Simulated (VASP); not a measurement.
A run of VASP 6.6.1:

File INCAR:

```
PREC = Accurate
ENCUT = 520
EDIFF = 1E-6
ISMEAR = -1
SIGMA = 0.05
LREAL = F
LASPH = T
NELM = 60
ALGO = Normal
ISIF = 2
LWAVE = F
LCHARG = F
GGA = PE
NBANDS = 10
```

File KPOINTS:

```
regular mesh
0
Gamma
  12 12 12
```

File POSCAR:

```
Al
1.0
    0.0000000000      2.9637605987      2.9637605987
    2.9637605987      0.0000000000      2.9637605987
    2.9637605987      2.9637605987      0.0000000000
Al
2
Direct
   -0.1250000000     -0.1250000000     -0.1250000000
    0.1250000000      0.1250000000      0.1250000000
```

Potentials or basis: VASP PAW PBE potentials, release 64 (Al).

Run with:

```bash
$ cat potpaw_PBE.64/Al/POTCAR > POTCAR
$ mpirun -np 1 vasp_std > vasp.out
```

Hardware: 1 thread of Intel(R) Xeon(R) Platinum 8488C (Sapphire Rapids) (shared host).

Task: Estimate the wall time of this run.

Result: It took 24 s on 1 thread of Intel(R) Xeon(R) Platinum 8488C (Sapphire Rapids), with other jobs on the host, peak memory 0.17 GiB. Counts: scf iterations 11, k points 72.
